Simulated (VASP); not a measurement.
# Rh (P6_3/mmc) in VASP: further runs, part 2 of 2

VASP 6.6.1. Earlier steps stand in the parts before.

## Step 3: Single point, LDA

This run uses another cell than the first one, of 15.37 Å³/atom, 1.024 times its volume.

The input, INCAR:

```
ALGO     = Normal         # electronic algorithm
EDIFF    = 1E-6           # SCF threshold, eV
ENCUT    = 520            # plane-wave cutoff, eV
GGA      = CA             # functional
ISIF     = 2              # what is computed and relaxed
ISMEAR   = -1             # smearing method
LASPH    = True           # aspherical terms in the spheres
LCHARG   = False          # write CHGCAR
LREAL    = False          # projectors in reciprocal space
LWAVE    = False          # write WAVECAR
NBANDS   = 22             # bands
NELM     = 80             # most SCF steps
PREC     = Accurate       # precision mode
SIGMA    = 0.1            # smearing width, eV
```

The input, KPOINTS:

```
k-points
0
Gamma
  12 12 7
```

The input, POSCAR:

```
Rh
1.0
    2.7976143612      0.0000000000      0.0000000000
   -1.3988076928      2.4228049109      0.0000000000
    0.0000000000      0.0000000000      4.5365432780
Rh
2
Direct
    0.6666666667      0.3333333333      0.7500000000
    0.3333333333      0.6666666667      0.2500000000
```

Potentials or basis: VASP PAW LDA potentials, release 64 (Rh_pv).

Started as:

```
> cat potpaw_LDA.64/Rh_pv/POTCAR > POTCAR
> mpirun -np 1 vasp_std > vasp.out
```

OUTCAR:

```text
EDIFF = 1E-6
   ENCUT = 520
   GGA = CA
   ISIF = 2
   ISMEAR = -1
   LASPH = True
   LREAL = False
   NELM = 80
   PREC = Accurate

 ion  position               nearest neighbor table
   1  0.667  0.333  0.750-   2 2.78   2 2.78   2 2.78   2 2.78   2 2.78   2 2.78
   2  0.333  0.667  0.250-   1 2.78   1 2.78   1 2.78   1 2.78   1 2.78   1 2.78

  LATTYP: Found a hexagonal cell.
 ALAT       =     2.7976143612
 C/A-ratio  =     1.6215756328

  Lattice vectors:

[... 786 lines left out ...]

 [... further k-points ...]

------------------------ aborting loop because EDIFF is reached ----------------------------------------

  FORCE on cell =-STRESS in cart. coord.  units (eV):
  Direction    XX          YY          ZZ          XY          YZ          ZX
  --------------------------------------------------------------------------------------
  -------------------------------------------------------------------------------------
  Total       -5.7819696     -5.7819686     -6.1116424      0.0000012     -0.0000000      0.0000000
  in kB     -301.2694063   -301.2693576   -318.4470003      0.0000637     -0.0000000      0.0000000
  external PRESSURE =    -306.9952547 kB  Pullay stress =       0.0000000 kB

 VOLUME and BASIS-vectors are now :
 -----------------------------------------------------------------------------
  energy-cutoff  :      520.00
  volume of cell :       30.75
      direct lattice vectors                 reciprocal lattice vectors
     2.797614361  0.000000000  0.000000000     0.357447407  0.206372449  0.000000000
    -1.398807693  2.422804911  0.000000000     0.000000000  0.412744747  0.000000000
     0.000000000  0.000000000  4.536543278     0.000000000  0.000000000  0.220432153

 POSITION                                       TOTAL-FORCE (eV/Angst)
 -----------------------------------------------------------------------------------
      1.39881      0.80760      3.40241        -0.000000      0.000000      0.000000
     -0.00000      1.61520      1.13414         0.000000      0.000000      0.000000
 -----------------------------------------------------------------------------------
    total drift:                               -0.000000      0.000000     -0.000000

  FREE ENERGIE OF THE ION-ELECTRON SYSTEM (eV)
  ---------------------------------------------------
  free  energy   TOTEN  =       -16.8841289493 eV

  energy  without entropy=      -16.7551350947  energy(sigma->0) =      -16.81963202
```

stdout:

```text
POSCAR found type information on POSCAR Rh
 POSCAR found :  1 types and       2 ions
 scaLAPACK will be used
 LDA part: xc-table for (Slater(with rela. corr.)+CA(PZ))
 , standard interpolation
 POSCAR, INCAR and KPOINTS ok, starting setup
 FFT: planning ... GRIDC
 FFT: planning ... GRID_SOFT
 FFT: planning ... GRID
 WAVECAR not read
 entering main loop
```

Run time: 13 s. Hardware: 1 thread of Intel Xeon 6975P-C (Granite Rapids), shared host; peak memory 0.16 GiB.

What came out:

| Item | Value |
| --- | --- |
| Free energy | -16.8841 eV |
| Pressure | -30.7 GPa |
| Band gap on the k mesh | zero (band 15 reaches 10.35 eV, above the bottom of band 16 at 8.34 eV) |

## Step 4: Single point, LDA

This run uses another cell than the first one, of 15.73 Å³/atom, 1.048 times its volume.

The input, INCAR:

```
PREC = Accurate ; ENCUT = 520
EDIFF = 1E-7 ; ISMEAR = -1
SIGMA = 0.1 ; LREAL = False
LASPH = True ; NELM = 100
ALGO = Normal ; ISIF = 2
LWAVE = False ; LCHARG = False
GGA = CA ; NBANDS = 22
```

The input, KPOINTS:

```
Automatic mesh
0
Gamma
  12 12 7
```

The input, POSCAR:

```
Rh
1.0
    2.8191353174      0.0000000000      0.0000000000
   -1.4095681749      2.4414426042      0.0000000000
    0.0000000000      0.0000000000      4.5714411362
Rh
2
Direct
    0.6666666667      0.3333333333      0.7500000000
    0.3333333333      0.6666666667      0.2500000000
```

Started as:

```
> cat potpaw_LDA.64/Rh_pv/POTCAR > POTCAR
> mpirun -np 1 vasp_std > vasp.out
```

Wall time 13 s (1 thread of Intel Xeon 6975P-C (Granite Rapids), shared host); peak memory 0.16 GiB.

Results (log left out):

- Free energy: -16.7411 eV
- Pressure: -33.5 GPa
- Band gap on the k mesh: zero (band 15 reaches 9.95 eV, above the bottom of band 16 at 8.02 eV)

Stress tensor (GPa, compression positive):
```
-32.95   0.00   0.00
  0.00 -32.95   0.00
  0.00   0.00 -34.72
```

Levels at points of the mesh, in eV from the Fermi level:
```
           k point  band 11  band 12  band 13  band 14  band 15  band 16  band 17  band 18  band 19  band 20
(0.00, 0.00, 0.00)    -2.45    -2.04    -2.04    -1.53    -1.53     0.13     0.13     0.85     7.30    15.82
(0.50, 0.00, 0.00)    -2.21    -1.84    -1.74     0.36     0.50     0.60     2.66     4.48     9.31     9.77
```

## Step 5: Overview

| cell | gap on the mesh (eV) | pressure (GPa) |
| --- | --- | --- |
| a = 2.776, b = 2.776, c = 4.501 Å, angles 90.0, 90.0, 120.0°, 2 atoms | none | -27.3 |
| a = 2.798, b = 2.798, c = 4.537 Å, angles 90.0, 90.0, 120.0°, 2 atoms | none | -30.7 |
| a = 2.819, b = 2.819, c = 4.571 Å, angles 90.0, 90.0, 120.0°, 2 atoms | none | -33.5 |

Alike in all rows: task single point; level LDA; potentials or basis VASP PAW LDA potentials, release 64 (Rh_pv); no spin polarisation; k mesh 12 × 12 × 7; cutoff (eV) 520; smearing fermi-dirac 0.1 eV.

Total energies depend on the potentials used, so only differences within one code and one set of settings carry meaning.
